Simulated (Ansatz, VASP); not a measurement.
Ir in VASP and in Ansatz

Contents of INCAR:

```
PREC = Accurate ; ENCUT = 520
EDIFF = 1E-6 ; ISMEAR = 0
SIGMA = 0.15 ; LREAL = F
LASPH = T ; NELM = 60
ALGO = Fast ; ISIF = 2
LWAVE = F ; LCHARG = F
GGA = PS ; NBANDS = 10
```

The input KPOINTS:

```
regular mesh
0
Gamma
  24 24 24
```

Contents of POSCAR:

```
Ir
1.0
    0.0000000000      2.0854598384      1.6266586740
    2.0854598384      0.0000000000      1.6266586740
    2.0854598384      2.0854598384      0.0000000000
Ir
1
Direct
    0.0000000000      0.0000000000      0.0000000000
```

Input for Ansatz:

```yaml
crystal:
  lattice:
    - [0.0, 2.0854598384, 1.626658674]
    - [2.0854598384, 0.0, 1.626658674]
    - [2.0854598384, 2.0854598384, 0.0]
  atoms:
    - { symbol: Ir, position: [0.0, 0.0, 0.0] }
basis:
  ecutwfc: 420
kpoints:
  mp_grid: { grid: [24, 24, 24] }
hamiltonian:
  xc: pbesol
scf:
  occupations: { method: gaussian, width: 0.15 }
output:
  forces: true
  stress: true
  eigenvalues: true
  write_density: true
  write_potential: true
  elf: true
  volumetric_format: npy
```

Alike in both runs: task single point; functional PBEsol; k mesh 24 × 24 × 24; occupations gaussian, width 0.15 eV; no spin polarisation.

|  | VASP | Ansatz |
| --- | --- | --- |
| version | VASP 6.6.1 | Ansatz 0.2.0 |
| potentials or method | VASP PAW PBE potentials, release 64 (Ir), cutoff 520 eV | scalar-relativistic, plane waves, PAW |
| valence electrons in the cell | 9 | 17 |

|  | VASP | Ansatz | Ansatz less VASP |
| --- | --- | --- | --- |
| gap on the k mesh at the Fermi level (eV) | none | none | - |
| pressure (GPa) | 8.5 | 7.1 | -1.37 |
| traceless stress, the component that is largest in VASP (GPa) | 32.60 | 32.78 | +0.182 |

VASP's potentials were made for PBE, not for PBEsol. A gap of «none» marks a metal or a gap that the smearing closes. VASP's potentials hold 9 valence electrons a cell and Ansatz's 17, so a difference there can come from the potentials and not from the codes.

Neither program's run includes spin-orbit coupling.
